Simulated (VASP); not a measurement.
# Si2Ni in VASP: single point with PBE

Aim: the single point of Si2Ni with PBE.

All numbers are computed with VASP 6.6.1; they aren't measurements. Logs are shortened: lines on timing, memory, paths and dates and some standing lists are left out, and cuts for length are marked.

**1. The cell of the first run**

The cell holds a slab with vacuum, 12 atoms: a = 3.815 Å, b = 3.815 Å, c = 27.902 Å, α = 90.00°, β = 90.00°, γ = 120.00°.

**2. Single point, PBE**

INCAR reads:

```
SYSTEM = Si2Ni
ALGO     = Normal         ! electronic algorithm
DIPOL    = 0.5 0.5 0.501
EDIFF    = 1E-6           ! SCF threshold, eV
ENCUT    = 520            ! plane-wave cutoff, eV
GGA      = PE             ! functional
IDIPOL   = 3            
ISIF     = 2              ! what is computed and relaxed
ISMEAR   = 0              ! smearing method
LASPH    = .True.         ! aspherical terms in the spheres
LCHARG   = .False.        ! write CHGCAR
LDIPOL   = .True.       
LREAL    = .False.        ! projectors in reciprocal space
LWAVE    = .False.        ! write WAVECAR
NBANDS   = 48             ! bands
NELM     = 80             ! most SCF steps
PREC     = Accurate       ! precision mode
SIGMA    = 0.1            ! smearing width, eV
```

KPOINTS reads:

```
k-points
0
Gamma
  15 15 1
  0 0 0
```

POSCAR reads:

```
Si2Ni
1.0
    3.8148410800      0.0000000000      0.0000000000
   -1.9074205400      3.3037492900      0.0000000000
    0.0000000000      0.0000000000     27.9018166139
Si Ni
8 4
Direct
    0.0000000000      0.0000000000      0.3046396626
    0.3333333332      0.6666666663      0.3604569034
    0.6666666668      0.3333333332      0.4162741441
    0.0000000000      0.0000000000      0.4720913848
    0.3333333332      0.6666666663      0.5283271919
    0.6666666668      0.3333333332      0.5858145832
    0.0000000000      0.0000000000      0.6423128679
    0.3333333332      0.6666666663      0.6944479789
    0.6666666668      0.3333333332      0.3325482882
    0.3333333332      0.6666666663      0.4441827593
    0.0000000000      0.0000000000      0.5571199833
    0.6666666668      0.3333333332      0.6689343852
```

Potentials or basis: VASP PAW PBE potentials, release 64 (Si, Ni).

Launch:

```bash
> cat potpaw_PBE.64/Si/POTCAR potpaw_PBE.64/Ni/POTCAR > POTCAR
> mpirun -np 1 vasp_std > vasp.out
```

OUTCAR:

```text
SYSTEM = Si2Ni
   EDIFF = 1E-6
   ENCUT = 520
   GGA = PE
   ISIF = 2
   ISMEAR = 0
   LASPH = .True.
   LREAL = .False.
   NELM = 80
   PREC = Accurate

 ion  position               nearest neighbor table
   1  0.000  0.000  0.305-   9 2.34   9 2.34   9 2.34   2 2.70   2 2.70   2 2.70
   2  0.333  0.667  0.360-  10 2.34   9 2.34   9 2.34   9 2.34   3 2.70   3 2.70   1 2.70   1 2.70
                             3 2.70   1 2.70
   3  0.667  0.333  0.416-   9 2.34  10 2.34  10 2.34  10 2.34   2 2.70   4 2.70   2 2.70   4 2.70
                             4 2.70   2 2.70
   4  0.000  0.000  0.472-  10 2.34  10 2.34  10 2.34  11 2.37   3 2.70   3 2.70   3 2.70   5 2.70
                             5 2.70   5 2.70
   5  0.333  0.667  0.528-  11 2.34  11 2.34  11 2.34  10 2.35   4 2.70   4 2.70   4 2.70   6 2.72
                             6 2.72   6 2.72
   6  0.667  0.333  0.586-  12 2.32  11 2.34  11 2.34  11 2.34   7 2.71   7 2.71   7 2.71   5 2.72
                             5 2.72   5 2.72
   7  0.000  0.000  0.642-  12 2.32  12 2.32  12 2.32  11 2.38   8 2.64   8 2.64   8 2.64   6 2.71
                             6 2.71   6 2.71
   8  0.333  0.667  0.694-  12 2.31  12 2.31  12 2.31   7 2.64   7 2.64   7 2.64
   9  0.667  0.333  0.333-   3 2.34   2 2.34   2 2.34   2 2.34   1 2.34   1 2.34   1 2.34
  10  0.333  0.667  0.444-   2 2.34   3 2.34   3 2.34   3 2.34   4 2.34   4 2.34   4 2.34   5 2.35

  11  0.000  0.000  0.557-   6 2.34   6 2.34   6 2.34   5 2.34   5 2.34   5 2.34   4 2.37   7 2.38

  12  0.667  0.333  0.669-   8 2.31   8 2.31   8 2.31   6 2.32   7 2.32   7 2.32   7 2.32

  LATTYP: Found a hexagonal cell.
 ALAT       =     3.8148410800
 C/A-ratio  =     7.3140180754

  Lattice vectors:

 A1 = (   3.8148410800,   0.0000000000,   0.0000000000)
 A2 = (  -1.9074205400,   3.3037492900,   0.0000000000)
 A3 = (   0.0000000000,   0.0000000000,  27.9018166139)

Analysis of symmetry for initial positions (statically):
=====================================================================
 Subroutine PRICEL returns:
 Original cell was already a primitive cell.

 Routine SETGRP: Setting up the symmetry group for a
 hexagonal supercell.

 Subroutine GETGRP returns: Found  6 space group operations
 (whereof  6 operations were pure point group operations)
 out of a pool of 24 trial point group operations.

The static configuration has the point symmetry C_3v.

Analysis of symmetry for dynamics (positions and initial velocities):
=====================================================================
 Subroutine PRICEL returns:
 Original cell was already a primitive cell.

 Routine SETGRP: Setting up the symmetry group for a
 hexagonal supercell.

 Subroutine GETGRP returns: Found  6 space group operations
 (whereof  6 operations were pure point group operations)
 out of a pool of 24 trial point group operations.

The dynamic configuration has the point symmetry C_3v.

 Subroutine INISYM returns: Found  6 space group operations
 (whereof  6 operations are pure point group operations),
 and found     1 'primitive' translations

----------------------------------------------------------------------------------------

                                     Primitive cell

  volume of cell :     351.6544

  direct lattice vectors                    reciprocal lattice vectors
     3.814841080  0.000000000  0.000000000     0.262134118  0.151343203  0.000000000
    -1.907420540  3.303749290  0.000000000     0.000000000  0.302686406  0.000000000
     0.000000000  0.000000000 27.901816614     0.000000000  0.000000000  0.035839960

  length of vectors
     3.814841080  3.814841083 27.901816614     0.302686407  0.302686406  0.035839960

  position of ions in fractional coordinates (direct lattice)
     0.000000000  0.000000000  0.304639663
     0.333333333  0.666666666  0.360456903
     0.666666667  0.333333333  0.416274144
     0.000000000  0.000000000  0.472091385
     0.333333333  0.666666666  0.528327192
     0.666666667  0.333333333  0.585814583
     0.000000000  0.000000000  0.642312868
     0.333333333  0.666666666  0.694447979
     0.666666667  0.333333333  0.332548288
     0.333333333  0.666666666  0.444182759
     0.000000000  0.000000000  0.557119983
     0.666666667  0.333333333  0.668934385

  ion indices of the primitive-cell ions
   primitive index   ion index
                 1           1
                 2           2
                 3           3
                 4           4
                 5           5
                 6           6
                 7           7
                 8           8
                 9           9
                10          10
                11          11
                12          12

----------------------------------------------------------------------------------------

 KPOINTS: k-points

Automatic generation of k-mesh.
 Grid dimensions read from file:
 generate k-points for:   15   15    1

 Generating k-lattice:

  Cartesian coordinates                     Fractional coordinates (reciprocal lattice)
     0.017475608  0.010089547  0.000000000     0.066666667 -0.000000000  0.000000000
     0.000000000  0.020179094  0.000000000     0.000000000  0.066666667  0.000000000
     0.000000000  0.000000000  0.035839960     0.000000000  0.000000000  1.000000000

  Length of vectors
     0.020179094  0.020179094  0.035839960

  Shift w.r.t. Gamma in fractional coordinates (k-lattice)
     0.000000000  0.000000000  0.000000000

 Subroutine IBZKPT returns following result:
 ===========================================

 Found     27 irreducible k-points:

 Following reciprocal coordinates:
            Coordinates               Weight
  0.000000  0.000000  0.000000      1.000000
  0.066667  0.000000  0.000000      6.000000
  0.133333  0.000000  0.000000      6.000000
  0.200000  0.000000  0.000000      6.000000
  0.266667  0.000000  0.000000      6.000000
  0.333333  0.000000  0.000000      6.000000
[... 16 lines left out ...]
  0.333333  0.200000  0.000000     12.000000
  0.400000  0.200000  0.000000      6.000000
 [... further k-points ...]
   k-points           NKPTS =     27   k-points in BZ     NKDIM =     27   number of bands    NBANDS=     48
   number of dos      NEDOS =    301   number of ions     NIONS =     12
   total plane-waves  NPLWV = 164640
   dimension x,y,z NGX =    28 NGY =   28 NGZ =  210
   dimension x,y,z NGXF=    56 NGYF=   56 NGZF=  420
   ions per type =               8   4
   NGX,Y,Z   is equivalent  to a cutoff of  12.20, 12.20, 12.51 a.u.
   NGXF,Y,Z  is equivalent  to a cutoff of  24.40, 24.40, 25.02 a.u.
 SYSTEM =  Si2Ni
   PREC   = accura    normal or accurate (medium, high low for compatibility)
   ISTART =      0    job   : 0-new  1-cont  2-samecut
   ICHARG =      2    charge: 1-file 2-atom 10-const
   ISPIN  =      1    spin polarized calculation?
   LNONCOLLINEAR =      F non collinear calculations
   LSORBIT =      F    spin-orbit coupling
   LASPH  =      T    aspherical Exc in radial PAW
   ENCUT  =  520.0 eV  38.22 Ry    6.18 a.u.   7.09  7.09 51.88*2*pi/ulx,y,z
   NELM   =     80;   NELMIN=  2; NELMDL= -5     # of ELM steps
   EDIFF  = 0.1E-05   stopping-criterion for ELM
   LREAL  =      F    real-space projection
[... 7 lines left out ...]
   TEBEG  =    0.0;   TEEND  =   0.0 temperature during run
   PSTRESS=    0.0 pullay stress
   NELECT =      72.0000    total number of electrons
   NUPDOWN=      -1.0000    fix difference up-down
   EMIN   =  10.00;   EMAX   =-10.00  energy-range for DOS
   EFERMI =   0.00;   METHOD = LEGACY
   ISMEAR =     0;   SIGMA  =   0.10  broadening in eV -4-tet -1-fermi 0-gaus
   EFERMI_NEDOS =   21; number of points for ismear=-14 and -15
   IALGO  =     38    algorithm
   IMIX   =      4    mixing-type and parameters
     AMIX     =   0.40;   BMIX     =  1.00
     AMIX_MAG =   1.60;   BMIX_MAG =  1.00
  volume/ion in A,a.u.               =      29.30       197.76
  Fermi-wavevector in a.u.,A,eV,Ry     =   0.964896  1.823388 12.667344  0.931024
  Thomas-Fermi vector in A             =   2.094566
   LORBIT       =      0    0 simple, 1 ext, 2 COOP (PROOUT), +10 PAW based schemes
   GGA     = PE    functional components
   LHFCALC =     F    Hartree Fock is set to
   AEXX    =    0.0000 exact exchange contribution
   IVDW    =     0    specifies the selected vdW correction
   LEPSILON=     F    determine dielectric tensor
   LRPA    =     F    only Hartree local field effects (RPA)
 non-spin polarized calculation
 Gauss-broadening in eV      SIGMA  =   0.10
  energy-cutoff  :      520.00
  volume of cell :      351.65
 maximum number of plane-waves:      9525
   NGX = 15   NGY = 15   NGZ =103

 dipolmoment           0.000000      0.000000     -0.005425 electrons x Angstroem

 number of electron      72.0000006 magnetization

 dipolmoment           0.000000      0.000000      0.001312 electrons x Angstroem

 Free energy of the ion-electron system (eV)
  ---------------------------------------------------
  ext. energy  EPLUGINS =         0.00000000
  ---------------------------------------------------
  free energy    TOTEN  =       -67.85606229 eV

  energy without entropy =      -67.83804791  energy(sigma->0) =      -67.84705510

 E-fermi :   2.1546     XC(G=0):  -5.8736

 val. band max:        2.1325099387   @ k =   0.3333   0.0000   0.0000
 cond. band min:       2.1856884632   @ k =   0.4000   0.0667   0.0000
 fundamental gap:      0.0531785245
 Fermi energy:         2.1545569695

 k-point     1 :       0.0000    0.0000    0.0000
  band No.  band energies     occupation
      1     -11.4332      2.00000
      2     -10.7939      2.00000
      3      -9.7885      2.00000
      4      -8.6619      2.00000
      5      -6.7349      2.00000
      6      -5.1309      2.00000
[... 40 lines left out ...]
     47       4.8907      0.00000
     48       5.1650      0.00000
[... 1171 lines left out ...]
     47       6.3575      0.00000
     48       6.9779      0.00000

 [... further k-points ...]

------------------------ aborting loop because EDIFF is reached ----------------------------------------

 vacuum level on the upper side and lower side of the slab       (xc-potential included)        -0.126        -0.145

  FORCE on cell =-STRESS in cart. coord.  units (eV):
  Direction    XX          YY          ZZ          XY          YZ          ZX
  --------------------------------------------------------------------------------------
  -------------------------------------------------------------------------------------
  Total        0.1218309      0.1218310      0.2527655      0.0000000      0.0000000      0.0000000
  in kB        0.5550757      0.5550757      1.1516285      0.0000000      0.0000000      0.0000000
  external PRESSURE =       0.7539266 kB  Pullay stress =       0.0000000 kB

 VOLUME and BASIS-vectors are now :
 -----------------------------------------------------------------------------
  energy-cutoff  :      520.00
  volume of cell :      351.65
      direct lattice vectors                 reciprocal lattice vectors
     3.814841080  0.000000000  0.000000000     0.262134118  0.151343203  0.000000000
    -1.907420540  3.303749290  0.000000000     0.000000000  0.302686406  0.000000000
     0.000000000  0.000000000 27.901816614     0.000000000  0.000000000  0.035839960

 POSITION                                       TOTAL-FORCE (eV/Angst)
 -----------------------------------------------------------------------------------
      0.00000      0.00000      8.50000         0.000000      0.000000      0.458981
      0.00000      2.20250     10.05740         0.000000     -0.000000     -0.597044
      1.90742      1.10125     11.61480         0.000000     -0.000000     -0.311301
      0.00000      0.00000     13.17221         0.000000      0.000000      0.330402
      0.00000      2.20250     14.74129         0.000000     -0.000000      0.035695
      1.90742      1.10125     16.34529         0.000000      0.000000     -0.019178
      0.00000      0.00000     17.92170         0.000000      0.000000      0.038873
      0.00000      2.20250     19.37636         0.000000     -0.000000      0.013910
      1.90742      1.10125      9.27870         0.000000      0.000000     -0.000496
      0.00000      2.20250     12.39351        -0.000000     -0.000000      0.078863
      0.00000      0.00000     15.54466         0.000000     -0.000000     -0.008321
      1.90742      1.10125     18.66448        -0.000000     -0.000000     -0.020384
 -----------------------------------------------------------------------------------
    total drift:                               -0.000001      0.000000     -0.002541

  FREE ENERGIE OF THE ION-ELECTRON SYSTEM (eV)
  ---------------------------------------------------
  free  energy   TOTEN  =       -67.8560622850 eV

  energy  without entropy=      -67.8380479094  energy(sigma->0) =      -67.84705510

 vacuum level on the upper side and lower side of the slab         6.539         6.520
```

Wall time 15 min (1 thread of AMD EPYC 7R13 (Zen 3), shared host); peak memory 0.6 GiB.

What came out:

```
Free energy            : -67.8561 eV
Largest force          : 0.597 eV/Å
Band gap on the k mesh : zero (bands 36 and 37 overlap by 1.59 eV)
```

Forces on the atoms (eV/Å):
```
Si   0.000  0.000  0.459
Si   0.000  0.000 -0.597
Si   0.000  0.000 -0.311
Si   0.000  0.000  0.330
Si   0.000  0.000  0.036
Si   0.000  0.000 -0.019
Si   0.000  0.000  0.039
Si   0.000  0.000  0.014
Ni   0.000  0.000  0.000
Ni   0.000  0.000  0.079
Ni   0.000  0.000 -0.008
Ni   0.000  0.000 -0.020
```

Levels at points of the mesh, in eV from the Fermi level:
```
           k point  band 33  band 34  band 35  band 36  band 37  band 38  band 39  band 40
(0.00, 0.00, 0.00)     0.63     0.88     0.88     1.19     1.35     1.87     1.87     1.88
```

The gap in the log of VASP goes by the Fermi energy; the results here count the filled bands.